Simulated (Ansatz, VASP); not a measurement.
# One calculation of ScAl2N3, two programs

File INCAR:

```
SYSTEM = ScAl2N3
PREC = Accurate
ENCUT = 600
EDIFF = 1E-6
ISMEAR = 0
SIGMA = 0.1
LREAL = .FALSE.
LASPH = .TRUE.
NELM = 80
ALGO = Normal
ISIF = 3
LWAVE = .FALSE.
LCHARG = .FALSE.
GGA = PE
IBRION = 2
NSW = 90
EDIFFG = -0.04
```

Contents of KPOINTS:

```
regular mesh
0
G
  6 6 4
  0 0 0
```

The input POSCAR:

```
ScAl2N3
1.0
    4.5932962900      0.0000000000      0.0000000000
   -2.2966481500      3.9779112800      0.0000000000
    0.0000000000      0.0000000000      5.2631968500
Sc Al N
1 2 3
Direct
    0.0000000000      0.0000000000      0.0000000000
    0.3333333300      0.6666666700      0.0000000000
    0.6666666700      0.3333333300      0.0000000000
    0.3333333300      0.6666666700      0.5000000000
    0.6666666700      0.3333333300      0.5000000000
    0.0000000000      0.0000000000      0.5000000000
```

Input for Ansatz:

```yaml
crystal:
  lattice:
    - [4.59329629, 0.0, 0.0]
    - [-2.29664815, 3.97791128, 0.0]
    - [0.0, 0.0, 5.26319685]
  atoms:
    - { symbol: Sc, position: [0.0, 0.0, 0.0] }
    - { symbol: Al, position: [0.33333333, 0.66666667, 0.0] }
    - { symbol: Al, position: [0.66666667, 0.33333333, 0.0] }
    - { symbol: "N", position: [0.33333333, 0.66666667, 0.5] }
    - { symbol: "N", position: [0.66666667, 0.33333333, 0.5] }
    - { symbol: "N", position: [0.0, 0.0, 0.5] }
basis:
  ecutwfc: 420
kpoints:
  mp_grid: { grid: [6, 6, 4] }
hamiltonian:
  xc: pbe
scf:
  occupations: { method: gaussian, width: 0.1 }
  lower_state_search: "off"
output:
  forces: true
  stress: true
  eigenvalues: true
relax:
  adjacent_minimum: "off"
  f_tol: 0.04
  max_steps: 70
  cell: { stress_tol: 0.4 }
```

Alike in both runs: task relaxation of cell and atoms; functional PBE; k mesh 6 × 6 × 4; occupations gaussian, width 0.1 eV; no spin polarisation.

|  | VASP | Ansatz |
| --- | --- | --- |
| version | VASP 6.6.1 | Ansatz 0.2.0 |
| potentials or method | VASP PAW PBE potentials, release 64 (Sc_sv, Al, N), cutoff 600 eV | scalar-relativistic, plane waves, PAW |
| valence electrons in the cell | 32 | 32 |

Ansatz gave:

| Quantity | Value |
| --- | --- |
| gap on the k mesh at the Fermi level, each at its own relaxed structure (eV) | none |
| relaxed volume (Å³/atom) | 27.67 |
| relaxed length of the cell vector where the two differ most in proportion (Å) | 7.374 |

Problem. Estimate VASP's values.

Solution. gap on the k mesh at the Fermi level, each at its own relaxed structure (eV): none; relaxed volume (Å³/atom): 19.37; relaxed length of the cell vector where the two differ most in proportion (Å): 6.158.

A gap of «none» marks a metal or a gap that the smearing closes. One of these differences is far larger than is usual between the two programs; its cause wasn't traced.

Noted on VASP's run: the volume moved by over 15 % at a fixed basis, so the end points are rough.
